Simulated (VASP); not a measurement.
# GaN (R-3m) in VASP: notebook, part 2 of 2

VASP 6.6.1. The steps go on from the part before.

### Step 3. Single point, r2SCAN (epitaxial 111 strain +3.0%)

File POSCAR:

```
GaN
1.0
   -0.0546884531      2.1170822382      2.1170822382
    2.1170822382     -0.0546884531      2.1170822382
    2.1170822382      2.1170822382     -0.0546884531
Ga N
1 1
Direct
    0.0000000000      0.0000000000      0.0000000000
    0.5000000000      0.5000000000      0.5000000000
```

File INCAR.step1:

```
SYSTEM = GaN
  ALGO = Normal
  EDIFF = 1E-4
  ENCUT = 520
  GGA = PE
  ISMEAR = 0
  LASPH = .True.
  LCHARG = .False.
  LREAL = .False.
  LWAVE = .True.
  NBANDS = 16
  NELM = 100
  PREC = Accurate
  SIGMA = 0.01
```

File INCAR.step2:

```
SYSTEM = GaN
  ALGO = Normal
  EDIFF = 1E-6
  ENCUT = 520
  ISIF = 2
  ISMEAR = 0
  ISTART = 1
  LASPH = .True.
  LCHARG = .False.
  LMIXTAU = .True.
  LREAL = .False.
  LWAVE = .False.
  METAGGA = R2SCAN
  NBANDS = 16
  NELM = 100
  PREC = Accurate
  SIGMA = 0.01
```

File KPOINTS:

```
k-points
0
Gamma
  10 10 10
  0 0 0
```

Potentials or basis: VASP PAW PBE potentials, release 64 (Ga_d, N).

Launch:

```
> cat potpaw_PBE.64/Ga_d/POTCAR potpaw_PBE.64/N/POTCAR > POTCAR
> cp INCAR.step1 INCAR
> mpirun -np 1 vasp_std > vasp.out
> cp INCAR.step2 INCAR
> mpirun -np 1 vasp_std > vasp.out
```

OUTCAR:

```text
SYSTEM = GaN
   EDIFF = 1E-6
   ENCUT = 520
   ISIF = 2
   ISMEAR = 0
   ISTART = 1
   LASPH = .True.
   LREAL = .False.
   METAGGA = R2SCAN
   NELM = 100
   PREC = Accurate

 ion  position               nearest neighbor table
   1  0.000  0.000  0.000-   2 2.14   2 2.14   2 2.14   2 2.14   2 2.14   2 2.14
   2  0.500  0.500  0.500-   1 2.14   1 2.14   1 2.14   1 2.14   1 2.14   1 2.14

  LATTYP: Found a trigonal (rhomboedric) cell.
 ALAT       =     2.9945058413
 COS(alpha) =     0.4740098558

[... 647 lines left out ...]

  FORCE on cell =-STRESS in cart. coord.  units (eV):
  Direction    XX          YY          ZZ          XY          YZ          ZX
  --------------------------------------------------------------------------------------
  -------------------------------------------------------------------------------------
  Total       -1.2309770     -1.2309770     -1.2309770      0.6666780      0.6666780      0.6666780
  in kB     -100.0485421   -100.0485421   -100.0485421     54.1847296     54.1847296     54.1847296
  external PRESSURE =    -100.0485421 kB  Pullay stress =       0.0000000 kB

 VOLUME and BASIS-vectors are now :
 -----------------------------------------------------------------------------
  energy-cutoff  :      520.00
  volume of cell :       19.71
      direct lattice vectors                 reciprocal lattice vectors
    -0.054688453  2.117082238  2.117082238    -0.227214365  0.233239404  0.233239404
     2.117082238 -0.054688453  2.117082238     0.233239404 -0.227214365  0.233239404
     2.117082238  2.117082238 -0.054688453     0.233239404  0.233239404 -0.227214365

 POSITION                                       TOTAL-FORCE (eV/Angst)
 -----------------------------------------------------------------------------------
      0.00000      0.00000      0.00000        -0.000000      0.000000     -0.000000
      2.08974      2.08974      2.08974         0.000000     -0.000000      0.000000
 -----------------------------------------------------------------------------------
    total drift:                                0.000000     -0.000000     -0.000000

  FREE ENERGIE OF THE ION-ELECTRON SYSTEM (eV)
  ---------------------------------------------------
  free  energy   TOTEN  =       -20.9226791365 eV

  energy  without entropy=      -20.9226791365  energy(sigma->0) =      -20.92267914
```

OUTCAR.step1:

```text
SYSTEM = GaN
   EDIFF = 1E-4
   ENCUT = 520
   GGA = PE
   ISMEAR = 0
   LASPH = .True.
   LREAL = .False.
[... 678 lines left out ...]
      0.00000      0.00000      0.00000         0.000000     -0.000000      0.000000
      2.08974      2.08974      2.08974        -0.000000      0.000000     -0.000000
 -----------------------------------------------------------------------------------
    total drift:                                0.000000     -0.000000     -0.000000

  FREE ENERGIE OF THE ION-ELECTRON SYSTEM (eV)
  ---------------------------------------------------
  free  energy   TOTEN  =       -11.1816021275 eV

  energy  without entropy=      -11.1816021275  energy(sigma->0) =      -11.18160213
```

OSZICAR.step1:

```text
N       E                     dE             d eps       ncg     rms          rms(c)
DAV:   1     0.725059884619E+02    0.72506E+02   -0.92155E+03  4328   0.210E+03
DAV:   2    -0.837494007277E+01   -0.80881E+02   -0.75624E+02  4224   0.316E+02
DAV:   3    -0.129209254823E+02   -0.45460E+01   -0.45297E+01  4368   0.633E+01
DAV:   4    -0.129620713877E+02   -0.41146E-01   -0.41142E-01  4512   0.637E+00
DAV:   5    -0.129625393909E+02   -0.46800E-03   -0.46800E-03  4440   0.637E-01    0.723E+00
DAV:   6    -0.112068746081E+02    0.17557E+01   -0.44688E+00  5368   0.385E+01    0.240E+00
DAV:   7    -0.111969624474E+02    0.99122E-02   -0.21733E-01  4576   0.535E+00    0.156E+00
DAV:   8    -0.111836611587E+02    0.13301E-01   -0.39082E-02  4168   0.210E+00    0.583E-01
DAV:   9    -0.111815471524E+02    0.21140E-02   -0.69633E-03  4672   0.171E+00    0.132E-01
DAV:  10    -0.111816021275E+02   -0.54975E-04   -0.64295E-04  4128   0.292E-01
   1 F= -.11181602E+02 E0= -.11181602E+02  d E =-.601316E-38
```

Wall time 51 s (1 thread of Intel Xeon 6975P-C (Granite Rapids), shared host); peak memory 0.17 GiB.

Results:

```
Free energy            : -20.9227 eV
Pressure               : -10.0 GPa
Band gap on the k mesh : 0.72 eV (least direct gap 2.41 eV)
```

Stress tensor (GPa, compression positive):
```
-10.00   5.42   5.42
  5.42 -10.00   5.42
  5.42   5.42 -10.00
```

Caveat: the cell differs from its parent crystal (epitaxial 111 strain +3.0%); the cell stands under tension; the PAW data sets were made with another functional, which shifts forces and pressure a little. A k mesh can miss the band edges.

### Step 4. Single point, r2SCAN (epitaxial 111 strain +4.0%)

File POSCAR:

```
GaN
1.0
   -0.0727059848      2.1201498589      2.1201498589
    2.1201498589     -0.0727059848      2.1201498589
    2.1201498589      2.1201498589     -0.0727059848
Ga N
1 1
Direct
    0.0000000000      0.0000000000      0.0000000000
    0.5000000000      0.5000000000      0.5000000000
```

File INCAR.step1:

```
  PREC = Accurate
  ENCUT = 520
  ISMEAR = -1
  SIGMA = 0.02
  LREAL = False
  LASPH = True
  NELM = 80
  NBANDS = 16
  GGA = PE
  ALGO = Normal
  EDIFF = 1E-4
  LWAVE = True
  LCHARG = False
```

File INCAR.step2:

```
  PREC = Accurate
  ENCUT = 520
  EDIFF = 1E-6
  ISMEAR = -1
  SIGMA = 0.02
  LREAL = False
  LASPH = True
  NELM = 80
  ALGO = Normal
  ISIF = 2
  LWAVE = False
  LCHARG = False
  METAGGA = R2SCAN
  LMIXTAU = True
  NBANDS = 16
  ISTART = 1
```

File KPOINTS:

```
regular mesh
0
Gamma
  10 10 10
```

Launch:

```
> cat potpaw_PBE.64/Ga_d/POTCAR potpaw_PBE.64/N/POTCAR > POTCAR
> cp INCAR.step1 INCAR
> mpirun -np 1 vasp_std > vasp.out
> cp INCAR.step2 INCAR
> mpirun -np 1 vasp_std > vasp.out
```

Wall time 55 s (1 thread of Intel Xeon 6975P-C (Granite Rapids), shared host); peak memory 0.16 GiB.

The run converged. Its results:

```yaml
Free_energy: -20.8799 eV
Pressure: -13.1 GPa
Band_gap_on_the_k_mesh: 0.56 eV (least direct gap 2.09 eV)
```

Stress tensor (GPa, compression positive):
```
-13.12   6.90   6.90
  6.90 -13.12   6.90
  6.90   6.90 -13.12
```

Levels at points of the mesh, in eV from the valence-band top:
| k point | band 5 | band 6 | band 7 | band 8 | band 9 | band 10 | band 11 | band 12 | band 13 | band 14 |
| --- | --- | --- | --- | --- | --- | --- | --- | --- | --- | --- |
| (0.00, 0.00, 0.00) | -14.50 | -14.50 | -0.77 | -0.77 | -0.18 | 1.91 | 14.49 | 14.49 | 15.69 | 15.84 |
| (0.50, 0.00, 0.00) | -14.39 | -14.39 | -8.29 | -0.33 | -0.09 | 5.10 | 9.32 | 9.34 | 9.90 | 16.93 |
| (0.50, 0.50, 0.00) | -14.33 | -11.83 | -6.88 | -3.32 | -2.69 | 0.56 | 8.36 | 12.14 | 14.57 | 14.98 |
| (0.50, 0.50, 0.50) | -14.37 | -14.37 | -7.73 | -0.52 | -0.52 | 4.38 | 8.63 | 8.63 | 9.34 | 16.45 |

Caveat: the cell differs from its parent crystal (epitaxial 111 strain +4.0%); the cell stands under tension; the PAW data sets were made with another functional, which shifts forces and pressure a little.

### Step 5. The runs side by side

```tsv
cell	smearing	gap on the mesh (eV)	pressure (GPa)
a = 2.990 Å, angles 61.1°, 2 atoms	gaussian 0.01 eV	0.87	-6.5
a = 2.995 Å, angles 61.7°, 2 atoms	gaussian 0.01 eV	0.72	-10.0
a = 2.999 Å, angles 62.3°, 2 atoms	fermi-dirac 0.02 eV	0.56	-13.1
```

Alike in all rows: task single point; level r2SCAN; potentials or basis VASP PAW PBE potentials, release 64 (Ga_d, N); no spin polarisation; k mesh 10 × 10 × 10; cutoff (eV) 520.

Caveats: the cell stands under tension; the PAW data sets were made with another functional, which shifts forces and pressure a little.

Total energies depend on the potentials used, so only differences within one code and one set of settings carry meaning.
